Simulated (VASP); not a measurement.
# CdS (F-43m) in VASP: a series of runs

Aim: see how the results for CdS move with the level of theory and the settings. Levels: r2SCAN-based global hybrid with 10 % exact exchange, r2SCAN-based global hybrid with 15 % exact exchange. Tasks: single point.

Program: VASP 6.6.1. These are calculated values, not measurements. Logs are shortened: lines on timing, memory, paths and dates and some standing lists are left out, and cuts for length are marked.

## (1) The cell of the first run

It takes space group F-43m (No. 216, cubic). The conventional cell has a = 5.833 Å, b = 5.833 Å, c = 5.833 Å, α = 90.00°, β = 90.00°, γ = 90.00°. Within 3.3 Å of Cd (site symmetry -43m) lie 4 S at 2.53 Å. Within 3.3 Å of S (site symmetry -43m) lie 4 Cd at 2.53 Å.

## (2) Single point, r2SCAN-based global hybrid with 10 % exact exchange

Contents of POSCAR:

```
CdS
1.0
    0.0000000000      2.9165000000      2.9165000000
    2.9165000000      0.0000000000      2.9165000000
    2.9165000000      2.9165000000      0.0000000000
Cd S
1 1
Direct
    0.0000000000      0.0000000000      0.0000000000
    0.7500000000      0.7500000000      0.7500000000
```

Contents of INCAR.step1:

```
SYSTEM = CdS
PREC = Accurate ; ENCUT = 520
EDIFF = 1E-5 ; ISMEAR = -1
SIGMA = 0.05 ; LREAL = .FALSE.
LASPH = .TRUE. ; NELM = 80
ALGO = Normal ; ISIF = 2
LWAVE = .TRUE. ; LCHARG = .FALSE.
NBANDS = 16 ; GGA = PE
```

Contents of INCAR.step2:

```
SYSTEM = CdS
PREC = Accurate ; ENCUT = 520
EDIFF = 1E-7 ; ISMEAR = -1
SIGMA = 0.05 ; LREAL = .FALSE.
LASPH = .TRUE. ; NELM = 80
ALGO = Normal ; ISIF = 2
LWAVE = .FALSE. ; LCHARG = .FALSE.
METAGGA = R2SCAN ; LHFCALC = .TRUE.
AEXX = 0.1 ; LMIXTAU = .TRUE.
PRECFOCK = Normal ; NBANDS = 16
ISTART = 1
```

Contents of KPOINTS:

```
regular mesh
0
G
  5 5 5
  0 0 0
```

Potentials or basis: VASP PAW PBE potentials, release 64 (Cd, S).

On the command line:

```
$ cat potpaw_PBE.64/Cd/POTCAR potpaw_PBE.64/S/POTCAR > POTCAR
$ cp INCAR.step1 INCAR
$ mpirun -np 1 vasp_std > vasp.out
$ cp INCAR.step2 INCAR
$ mpirun -np 1 vasp_std > vasp.out
```

OUTCAR:

```text
SYSTEM = CdS
   PREC = Accurate
   ENCUT = 520
   EDIFF = 1E-7
   ISMEAR = -1
   LREAL = .FALSE.
   LASPH = .TRUE.
   NELM = 80
   ISIF = 2
   METAGGA = R2SCAN
   LHFCALC = .TRUE.
   AEXX = 0.1
   PRECFOCK = Normal
   ISTART = 1

 ion  position               nearest neighbor table
   1  0.000  0.000  0.000-   2 2.53   2 2.53   2 2.53   2 2.53
   2  0.750  0.750  0.750-   1 2.53   1 2.53   1 2.53   1 2.53

  LATTYP: Found a face centered cubic cell.
 ALAT       =     5.8330000000

  Lattice vectors:

 A1 = (   0.0000000000,   2.9165000000,   2.9165000000)
 A2 = (   2.9165000000,   0.0000000000,   2.9165000000)
 A3 = (   2.9165000000,   2.9165000000,   0.0000000000)

Analysis of symmetry for initial positions (statically):
=====================================================================
 Subroutine PRICEL returns:
 Original cell was already a primitive cell.

 Routine SETGRP: Setting up the symmetry group for a
 face centered cubic supercell.

 Subroutine GETGRP returns: Found 24 space group operations
 (whereof 24 operations were pure point group operations)
 out of a pool of 48 trial point group operations.

The static configuration has the point symmetry T_d .

Analysis of symmetry for dynamics (positions and initial velocities):
=====================================================================
 Subroutine PRICEL returns:
 Original cell was already a primitive cell.

 Routine SETGRP: Setting up the symmetry group for a
 face centered cubic supercell.

 Subroutine GETGRP returns: Found 24 space group operations
 (whereof 24 operations were pure point group operations)
 out of a pool of 48 trial point group operations.

The dynamic configuration has the point symmetry T_d .

 Subroutine INISYM returns: Found 24 space group operations
 (whereof 24 operations are pure point group operations),
 and found     1 'primitive' translations

----------------------------------------------------------------------------------------

                                     Primitive cell

  volume of cell :      49.6153

  direct lattice vectors                    reciprocal lattice vectors
     0.000000000  2.916500000  2.916500000    -0.171438368  0.171438368  0.171438368
     2.916500000  0.000000000  2.916500000     0.171438368 -0.171438368  0.171438368
     2.916500000  2.916500000  0.000000000     0.171438368  0.171438368 -0.171438368

  length of vectors
     4.124553855  4.124553855  4.124553855     0.296939964  0.296939964  0.296939964

  position of ions in fractional coordinates (direct lattice)
     0.000000000  0.000000000  0.000000000
     0.750000000  0.750000000  0.750000000

  ion indices of the primitive-cell ions
   primitive index   ion index
                 1           1
                 2           2

----------------------------------------------------------------------------------------

 KPOINTS: regular mesh

Automatic generation of k-mesh.
 Grid dimensions read from file:
 generate k-points for:    5    5    5

 Generating k-lattice:

  Cartesian coordinates                     Fractional coordinates (reciprocal lattice)
    -0.034287674  0.034287674  0.034287674     0.200000000  0.000000000  0.000000000
     0.034287674 -0.034287674  0.034287674     0.000000000  0.200000000  0.000000000
     0.034287674  0.034287674 -0.034287674     0.000000000  0.000000000  0.200000000

  Length of vectors
     0.059387993  0.059387993  0.059387993

  Shift w.r.t. Gamma in fractional coordinates (k-lattice)
     0.000000000  0.000000000  0.000000000

 Subroutine IBZKPT returns following result:
 ===========================================

 Found     10 irreducible k-points:

 Following reciprocal coordinates:
            Coordinates               Weight
  0.000000  0.000000  0.000000      1.000000
  0.200000  0.000000  0.000000      8.000000
  0.400000  0.000000  0.000000      8.000000
  0.200000  0.200000  0.000000      6.000000
  0.400000  0.200000  0.000000     24.000000
 -0.400000  0.200000  0.000000     24.000000
 -0.200000  0.200000  0.000000     12.000000
  0.400000  0.400000  0.000000      6.000000
 -0.400000  0.400000  0.000000     12.000000
 -0.400000  0.400000  0.200000     24.000000
   k-points           NKPTS =     10   k-points in BZ     NKDIM =    125   number of bands    NBANDS=     16
   number of dos      NEDOS =    301   number of ions     NIONS =      2
   total plane-waves  NPLWV =  32768
   dimension x,y,z NGX =    32 NGY =   32 NGZ =   32
   dimension x,y,z NGXF=    64 NGYF=   64 NGZF=   64
   ions per type =               1   1
   NGX,Y,Z   is equivalent  to a cutoff of  12.90, 12.90, 12.90 a.u.
   NGXF,Y,Z  is equivalent  to a cutoff of  25.80, 25.80, 25.80 a.u.
 SYSTEM =  CdS
   PREC   = accura    normal or accurate (medium, high low for compatibility)
   ISTART =      1    job   : 0-new  1-cont  2-samecut
   ICHARG =      0    charge: 1-file 2-atom 10-const
   ISPIN  =      1    spin polarized calculation?
   LNONCOLLINEAR =      F non collinear calculations
   LSORBIT =      F    spin-orbit coupling
   LASPH  =      T    aspherical Exc in radial PAW
   ENCUT  =  520.0 eV  38.22 Ry    6.18 a.u.   7.67  7.67  7.67*2*pi/ulx,y,z
   NELM   =     80;   NELMIN=  2; NELMDL=  0     # of ELM steps
   EDIFF  = 0.1E-06   stopping-criterion for ELM
   LREAL  =      F    real-space projection
   EDIFFG = 0.1E-05   stopping-criterion for IOM
   NSW    =      0    number of steps for IOM
   IBRION =     -1    ionic relax: 0-MD 1-quasi-New 2-CG
   NFREE  =      0    steps in history (QN), initial steepest desc. (CG)
   ISIF   =      2    stress and relaxation
   ISYM   =      3    0-nonsym 1-usesym 2-fastsym
   POTIM  = 0.5000    time-step for ionic-motion
   TEBEG  =    0.0;   TEEND  =   0.0 temperature during run
   PSTRESS=    0.0 pullay stress
   NELECT =      18.0000    total number of electrons
   NUPDOWN=      -1.0000    fix difference up-down
   EMIN   =  10.00;   EMAX   =-10.00  energy-range for DOS
   EFERMI =   0.00;   METHOD = LEGACY
   ISMEAR =    -1;   SIGMA  =   0.05  broadening in eV -4-tet -1-fermi 0-gaus
   EFERMI_NEDOS =   21; number of points for ismear=-14 and -15
   IALGO  =     38    algorithm
   IMIX   =      1    mixing-type and parameters
     AMIX     =   0.40;   BMIX     =  1.00
     AMIX_MAG =   1.60;   BMIX_MAG =  1.00
  volume/ion in A,a.u.               =      24.81       167.41
  Fermi-wavevector in a.u.,A,eV,Ry     =   1.167599  2.206442 18.548649  1.363287
  Thomas-Fermi vector in A             =   2.304097
   LORBIT       =      0    0 simple, 1 ext, 2 COOP (PROOUT), +10 PAW based schemes
   METAGGA = R2SCAN    functional components
   LHFCALC =     T    Hartree Fock is set to
   PRECFOCK=normal    Normal, Fast or Accurate (Low or Medium for compatibility)
   ENCUT4O =  -1.0   cutoff for four orbital integrals eV
   NKREDX  =     1    reduce k-point grid by
   NKREDY  =     1    reduce k-point grid by
   NKREDZ  =     1    reduce k-point grid by
   AEXX    =    0.1000 exact exchange contribution
   HFSCREEN=    0.0000 screening length (either q_TF or 0.3 A-1)
   HFSCREENC=   0.0000 screening length for correlation (either q_TF or 0.3 A-1)
   ENCUTFOCK=  -1.0 apply spherical cutoff to Coloumb kernel
   IVDW    =     0    specifies the selected vdW correction
   LEPSILON=     F    determine dielectric tensor
   LRPA    =     F    only Hartree local field effects (RPA)
 non-spin polarized calculation
  energy-cutoff  :      520.00
  volume of cell :       49.62
 maximum number of plane-waves:      1363
  NGX = 24; NGY = 24; NGZ = 24

 number of electron      18.0000004 magnetization

 Free energy of the ion-electron system (eV)
  ---------------------------------------------------
  ext. energy  EPLUGINS =         0.00000000
  ---------------------------------------------------
  free energy    TOTEN  =       -28.16200788 eV

  energy without entropy =      -28.16200788  energy(sigma->0) =      -28.16200788

 E-fermi :   1.7358     XC(G=0):  -8.8777

 val. band max:        0.6878951759   @ k =   0.0000   0.0000   0.0000
 cond. band min:       2.8780684661   @ k =   0.0000   0.0000   0.0000
 fundamental gap:      2.1901732902
 Fermi energy:         1.7357872099

 k-point     1 :       0.0000    0.0000    0.0000
  band No.  band energies     occupation
      1     -12.6114      2.00000
      2      -7.7290      2.00000
      3      -7.7290      2.00000
      4      -7.7290      2.00000
      5      -7.2206      2.00000
      6      -7.2206      2.00000
[... 8 lines left out ...]
     15      13.4477      0.00000
     16      13.4477      0.00000

 k-point     2 :       0.2000    0.0000    0.0000
  band No.  band energies     occupation
      1     -12.4584      2.00000
      2      -7.6757      2.00000
      3      -7.6757      2.00000
      4      -7.5626      2.00000
      5      -7.2201      2.00000
      6      -7.2201      2.00000
[... 8 lines left out ...]
     15      12.4951      0.00000
     16      13.4280      0.00000

 k-point     3 :       0.4000    0.0000    0.0000
  band No.  band energies     occupation
      1     -12.2112      2.00000
      2      -7.6092      2.00000
      3      -7.6092      2.00000
      4      -7.1927      2.00000
      5      -7.1927      2.00000
      6      -7.0018      2.00000
[... 8 lines left out ...]
     15      13.7956      0.00000
     16      13.7956      0.00000

 k-point     4 :       0.2000    0.2000    0.0000
  band No.  band energies     occupation
      1     -12.4083      2.00000
      2      -7.6172      2.00000
      3      -7.6172      2.00000
      4      -7.5953      2.00000
      5      -7.2475      2.00000
      6      -7.1906      2.00000
[... 8 lines left out ...]
     15      13.7237      0.00000
     16      16.1021      0.00000

 k-point     5 :       0.4000    0.2000    0.0000
  band No.  band energies     occupation
      1     -12.1952      2.00000
      2      -7.5728      2.00000
      3      -7.5306      2.00000
      4      -7.3407      2.00000
      5      -7.1692      2.00000
      6      -7.0507      2.00000
[... 8 lines left out ...]
     15      14.4331      0.00000
     16      15.3173      0.00000

 k-point     6 :      -0.4000    0.2000    0.0000
  band No.  band energies     occupation
      1     -12.1155      2.00000
      2      -7.5629      2.00000
      3      -7.5291      2.00000
      4      -7.2365      2.00000
      5      -7.1984      2.00000
      6      -6.7323      2.00000
[... 8 lines left out ...]
     15      13.5519      0.00000
     16      15.0898      0.00000

 k-point     7 :      -0.2000    0.2000    0.0000
  band No.  band energies     occupation
      1     -12.2755      2.00000
      2      -7.6107      2.00000
      3      -7.5929      2.00000
      4      -7.3204      2.00000
      5      -7.2399      2.00000
      6      -7.1394      2.00000
[... 8 lines left out ...]
     15      14.1063      0.00000
     16      15.5276      0.00000

 k-point     8 :       0.4000    0.4000    0.0000
  band No.  band energies     occupation
      1     -12.0867      2.00000
      2      -7.4744      2.00000
      3      -7.4074      2.00000
      4      -7.4074      2.00000
      5      -7.1416      2.00000
      6      -6.9089      2.00000
[... 8 lines left out ...]
     15      14.3036      0.00000
     16      16.7284      0.00000

 k-point     9 :      -0.4000    0.4000    0.0000
  band No.  band energies     occupation
      1     -12.0395      2.00000
      2      -7.5004      2.00000
      3      -7.4050      2.00000
      4      -7.3377      2.00000
      5      -7.1626      2.00000
      6      -6.6355      2.00000
[... 8 lines left out ...]
     15      14.4438      0.00000
     16      16.1530      0.00000

 k-point    10 :      -0.4000    0.4000    0.2000
  band No.  band energies     occupation
      1     -12.0692      2.00000
      2      -7.4977      2.00000
      3      -7.4844      2.00000
      4      -7.2909      2.00000
      5      -7.1899      2.00000
      6      -6.6819      2.00000
[... 8 lines left out ...]
     15      14.4606      0.00000
     16      16.1063      0.00000

------------------------ aborting loop because EDIFF is reached ----------------------------------------

  FORCE on cell =-STRESS in cart. coord.  units (eV):
  Direction    XX          YY          ZZ          XY          YZ          ZX
  --------------------------------------------------------------------------------------
  -------------------------------------------------------------------------------------
  Total        0.4864000      0.4864000      0.4864000     -0.0000000      0.0000000     -0.0000000
  in kB       15.7068176     15.7068176     15.7068176     -0.0000000      0.0000000     -0.0000000
  external PRESSURE =      15.7068176 kB  Pullay stress =       0.0000000 kB

 VOLUME and BASIS-vectors are now :
 -----------------------------------------------------------------------------
  energy-cutoff  :      520.00
  volume of cell :       49.62
      direct lattice vectors                 reciprocal lattice vectors
     0.000000000  2.916500000  2.916500000    -0.171438368  0.171438368  0.171438368
     2.916500000  0.000000000  2.916500000     0.171438368 -0.171438368  0.171438368
     2.916500000  2.916500000  0.000000000     0.171438368  0.171438368 -0.171438368

 POSITION                                       TOTAL-FORCE (eV/Angst)
 -----------------------------------------------------------------------------------
      0.00000      0.00000      0.00000        -0.000000     -0.000000     -0.000000
      4.37475      4.37475      4.37475         0.000000      0.000000      0.000000
 -----------------------------------------------------------------------------------
    total drift:                                0.000001     -0.000000      0.000001

  FREE ENERGIE OF THE ION-ELECTRON SYSTEM (eV)
  ---------------------------------------------------
  free  energy   TOTEN  =       -28.1620078773 eV

  energy  without entropy=      -28.1620078773  energy(sigma->0) =      -28.16200788
```

Run time: 51 min. Hardware: 1 thread of Intel Xeon 8259CL, shared host; peak memory 0.17 GiB.

Results:

```
Free energy            : -28.1620 eV
Pressure               : 1.6 GPa
Band gap on the k mesh : 2.19 eV
```

Caveat: the PAW data sets were made with another functional, which shifts forces and pressure a little.

## (3) Single point, r2SCAN-based global hybrid with 15 % exact exchange

POSCAR is that of step 2.

Contents of INCAR.step1:

```
ALGO = Normal
EDIFF = 1E-5
ENCUT = 520
GGA = PE
ISIF = 2
ISMEAR = -1
LASPH = T
LCHARG = F
LREAL = F
LWAVE = T
NBANDS = 16
NELM = 100
PREC = Accurate
SIGMA = 0.05
```

Contents of INCAR.step2:

```
AEXX = 0.15
ALGO = Normal
EDIFF = 1E-6
ENCUT = 520
ISIF = 2
ISMEAR = -1
ISTART = 1
LASPH = T
LCHARG = F
LHFCALC = T
LMIXTAU = T
LREAL = F
LWAVE = F
METAGGA = R2SCAN
NBANDS = 16
NELM = 100
PREC = Accurate
PRECFOCK = Normal
SIGMA = 0.05
```

Contents of KPOINTS:

```
k-points
0
Gamma
  5 5 5
```

Potentials or basis: VASP PAW PBE potentials, release 64 (Cd, S).

On the command line:

```
$ cat potpaw_PBE.64/Cd/POTCAR potpaw_PBE.64/S/POTCAR > POTCAR
$ cp INCAR.step1 INCAR
$ mpirun -np 1 vasp_std > vasp.out
$ cp INCAR.step2 INCAR
$ mpirun -np 1 vasp_std > vasp.out
```

Wall time 36 min (1 thread of Intel Xeon 8259CL, shared host); peak memory 0.17 GiB.

The run converged. Its results:

* Free energy: -27.4114 eV
* Pressure: 1.4 GPa
* Band gap on the k mesh: 2.50 eV

Levels at points of the mesh, in eV from the valence-band top:
```
           k point  band 5  band 6  band 7  band 8  band 9  band 10  band 11  band 12  band 13  band 14
(0.00, 0.00, 0.00)   -8.13   -8.13    0.00    0.00    0.00     2.50     8.09     8.09     8.09    13.06
```

Caveat: the PAW data sets were made with another functional, which shifts forces and pressure a little.
